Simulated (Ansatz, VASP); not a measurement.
One calculation of Ta2C, two programs

```
CELL_PARAMETERS angstrom
3.11149 0.00000 0.00000
-1.55575 2.69463 0.00000
0.00000 0.00000 4.94202
ATOMIC_POSITIONS crystal
Ta 0.33333 0.66667 0.25354
Ta 0.66667 0.33333 0.74646
C 0.00000 0.00000 0.00000
```

Alike in both runs: functional r2SCAN; k mesh 11 × 11 × 6; occupations fermi-dirac, width 0.1 eV; no spin polarisation.

Ansatz relaxed the structure, and its values are those at the end. VASP's run is a single point on that final structure, the one shown.

|  | VASP | Ansatz |
| --- | --- | --- |
| version | VASP 6.6.1 | Ansatz 0.2.0 |
| potentials or method | VASP PAW PBE potentials, release 64 (Ta_pv, C), cutoff 520 eV | PAW plane waves |
| valence electrons in the cell | 26 | 30 |

|  | VASP | Ansatz | Ansatz less VASP |
| --- | --- | --- | --- |
| gap on the k mesh at the Fermi level (eV) | none | none | - |
| pressure (GPa) | 0.7 | 0.0 | -0.68 |
| rms of the force components (eV/Å) | 0.016 | 0.001 | -0.0147 |

VASP's potentials were made for PBE, not for r2SCAN. A gap of «none» marks a metal or a gap that the smearing closes. VASP's potentials hold 26 valence electrons a cell and Ansatz's 30, so a difference there can come from the potentials and not from the codes.

Spin-orbit coupling is off throughout.
